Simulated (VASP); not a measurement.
# MgO (P-6m2) in VASP: notebook, part 2 of 2

VASP 6.6.1. Earlier steps stand in the parts before.

**4. Single point, PBEsol**

This run uses another cell than the first one, of 10.12 Å³/atom, 1.063 times its volume.

The input, INCAR:

```
ALGO     = Normal         # electronic algorithm
EDIFF    = 1E-6           # SCF threshold, eV
ENCUT    = 520            # plane-wave cutoff, eV
GGA      = PS             # functional
ISIF     = 2              # what is computed and relaxed
ISMEAR   = 0              # smearing method
LASPH    = T              # aspherical terms in the spheres
LCHARG   = F              # write CHGCAR
LREAL    = F              # projectors in reciprocal space
LWAVE    = F              # write WAVECAR
NBANDS   = 11             # bands
NELM     = 60             # most SCF steps
PREC     = Accurate       # precision mode
SIGMA    = 0.01           # smearing width, eV
```

The input, KPOINTS:

```
k-points
0
Gamma
  7 7 6
```

The input, POSCAR:

```
MgO
1.0
    2.9477819388      0.0000000000      0.0000000000
   -1.4738904677      2.5528542216      0.0000000000
    0.0000000000      0.0000000000      2.6885826568
Mg O
1 1
Direct
    0.0000000000      0.0000000000      0.0000000000
    0.3333333333      0.6666666667      0.5000000000
```

Potentials or basis: VASP PAW PBE potentials, release 64 (Mg, O).

Command:

```console
$ cat potpaw_PBE.64/Mg/POTCAR potpaw_PBE.64/O/POTCAR > POTCAR
$ mpirun -np 1 vasp_std > vasp.out
```

OUTCAR:

```text
EDIFF = 1E-6
   ENCUT = 520
   GGA = PS
   ISIF = 2
   ISMEAR = 0
   LASPH = T
   LREAL = F
   NELM = 60
   PREC = Accurate

 ion  position               nearest neighbor table
   1  0.000  0.000  0.000-   2 2.17   2 2.17   2 2.17   2 2.17   2 2.17   2 2.17
   2  0.333  0.667  0.500-   1 2.17   1 2.17   1 2.17   1 2.17   1 2.17   1 2.17

  LATTYP: Found a hexagonal cell.
 ALAT       =     2.9477819388
 C/A-ratio  =     0.9120697231

  Lattice vectors:

[... 522 lines left out ...]
 [... further k-points ...]

------------------------ aborting loop because EDIFF is reached ----------------------------------------

  FORCE on cell =-STRESS in cart. coord.  units (eV):
  Direction    XX          YY          ZZ          XY          YZ          ZX
  --------------------------------------------------------------------------------------
  -------------------------------------------------------------------------------------
  Total       -0.6852917     -0.6852918     -0.7589708     -0.0000001      0.0000000      0.0000000
  in kB      -54.2676832    -54.2676908    -60.1022732     -0.0000107      0.0000000      0.0000000
  external PRESSURE =     -56.2125491 kB  Pullay stress =       0.0000000 kB

 VOLUME and BASIS-vectors are now :
 -----------------------------------------------------------------------------
  energy-cutoff  :      520.00
  volume of cell :       20.23
      direct lattice vectors                 reciprocal lattice vectors
     2.947781939  0.000000000  0.000000000     0.339238119  0.195859139  0.000000000
    -1.473890468  2.552854222  0.000000000     0.000000000  0.391718411  0.000000000
     0.000000000  0.000000000  2.688582657     0.000000000  0.000000000  0.371943186

 POSITION                                       TOTAL-FORCE (eV/Angst)
 -----------------------------------------------------------------------------------
      0.00000      0.00000      0.00000         0.000000      0.000000      0.000000
      0.00000      1.70190      1.34429        -0.000000      0.000000      0.000000
 -----------------------------------------------------------------------------------
    total drift:                                0.000009     -0.000003     -0.000000

  FREE ENERGIE OF THE ION-ELECTRON SYSTEM (eV)
  ---------------------------------------------------
  free  energy   TOTEN  =       -11.8096128459 eV

  energy  without entropy=      -11.8096128459  energy(sigma->0) =      -11.80961285
```

OSZICAR:

```text
N       E                     dE             d eps       ncg     rms          rms(c)
DAV:   1     0.136284377865E+02    0.13628E+02   -0.46653E+03   800   0.647E+02
DAV:   2    -0.128061285573E+02   -0.26435E+02   -0.25908E+02   815   0.133E+02
DAV:   3    -0.133734795364E+02   -0.56735E+00   -0.56701E+00   861   0.175E+01
DAV:   4    -0.133748554245E+02   -0.13759E-02   -0.13759E-02   743   0.978E-01
DAV:   5    -0.133748603082E+02   -0.48837E-05   -0.48836E-05   856   0.572E-02    0.681E+00
DAV:   6    -0.118783493047E+02    0.14965E+01   -0.86471E+00   713   0.155E+01    0.239E+00
DAV:   7    -0.118348588007E+02    0.43491E-01   -0.77078E-02   760   0.237E+00    0.135E+00
DAV:   8    -0.118100715621E+02    0.24787E-01   -0.38815E-02   722   0.202E+00    0.258E-01
DAV:   9    -0.118097972549E+02    0.27431E-03   -0.23738E-04   821   0.114E-01    0.195E-01
DAV:  10    -0.118096136442E+02    0.18361E-03   -0.67315E-04   740   0.211E-01    0.149E-02
DAV:  11    -0.118096119842E+02    0.16601E-05   -0.14600E-05   794   0.226E-02    0.569E-03
DAV:  12    -0.118096128459E+02   -0.86171E-06   -0.86831E-07   418   0.714E-03
   1 F= -.11809613E+02 E0= -.11809613E+02  d E =-.977142E-55
```

stdout:

```text
POSCAR found type information on POSCAR MgO
 POSCAR found :  2 types and       2 ions
 scaLAPACK will be used
 -----------------------------------------------------------------------------
|                                                                             |
|                                                                             |
|     You enforced a specific xc type in the INCAR file but a different       |
|     I HOPE YOU KNOW WHAT YOU ARE DOING!                                     |
|                                                                             |
 -----------------------------------------------------------------------------

 LDA part: xc-table for (Slater+PW92), standard interpolation
 POSCAR, INCAR and KPOINTS ok, starting setup
 FFT: planning ... GRIDC
 FFT: planning ... GRID_SOFT
 FFT: planning ... GRID
 WAVECAR not read
 entering main loop
```

Run time: 4.2 s. Hardware: 1 thread of AMD EPYC 9R45 (Zen 5), shared host; peak memory 0.1 GiB.

Results:

* Free energy: -11.8096 eV
* Pressure: -5.6 GPa
* Band gap on the k mesh: 2.86 eV, indirect (least direct gap 3.25 eV)

Caveat: the PAW data sets were made with another functional, which shifts forces and pressure a little. A k mesh can miss the band edges.

**5. Overview**

```csv
cell,gap on the mesh (eV),pressure (GPa)
"a = 2.888, b = 2.888, c = 2.634 Å, angles 90.0, 90.0, 120.0°, 2 atoms",3.32,3.1
"a = 2.918, b = 2.918, c = 2.662 Å, angles 90.0, 90.0, 120.0°, 2 atoms",3.08,-1.6
"a = 2.948, b = 2.948, c = 2.689 Å, angles 90.0, 90.0, 120.0°, 2 atoms",2.86,-5.6
```

Alike in all rows: task single point; level PBEsol; potentials or basis VASP PAW PBE potentials, release 64 (Mg, O); no spin polarisation; k mesh 7 × 7 × 6; cutoff (eV) 520; smearing gaussian 0.01 eV.

Caveats: the PAW data sets were made with another functional, which shifts forces and pressure a little.

Total energies depend on the potentials used, so only differences within one code and one set of settings carry meaning.
